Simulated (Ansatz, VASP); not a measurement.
**AlGa3As2: VASP beside Ansatz**

```xyz
6
Lattice="2.0717 1.1961 7.7192 -2.0717 1.1961 7.7192 0.0000 -2.3922 7.7192" Properties=species:S:1:pos:R:3 pbc="T T T"
Al    0.0000    0.0000   11.5788
Ga    0.0000    0.0000    0.0000
Ga    0.0000    0.0000    8.4866
Ga    0.0000    0.0000   14.6710
As    0.0000    0.0000   17.2750
As    0.0000    0.0000    5.8826
```

Change from the starting cell: species swapped into the NaCu3Te2 type (R-3m, No. 166).

Alike in both runs: task single point; functional PBE; k mesh 6 × 6 × 6; occupations gaussian, width 0.1 eV; no spin polarisation.

```csv
,VASP,Ansatz
version,VASP 6.6.1,Ansatz 0.2.0
potentials or method,"VASP PAW PBE potentials, release 64 (Al, Ga_d, As), cutoff 520 eV","scalar-relativistic, plane waves, PAW"
valence electrons in the cell,52,72
```

Ansatz gave:

| Property | Result |
| --- | --- |
| gap on the k mesh at the Fermi level (eV) | none |
| pressure (GPa) | 14.6 |
| traceless stress, the component that is largest in VASP (GPa) | -6.51 |
| rms of the force components (eV/Å) | 0.859 |

Task: Estimate VASP's values.

Result: gap on the k mesh at the Fermi level (eV): none; pressure (GPa): 14.8; traceless stress, the component that is largest in VASP (GPa): -6.53; rms of the force components (eV/Å): 0.871.

Atom by atom the forces differ by 0.012 eV/Å (rms over components). A gap of «none» marks a metal or a gap that the smearing closes. VASP's potentials hold 52 valence electrons a cell and Ansatz's 72, so a difference there can come from the potentials and not from the codes.
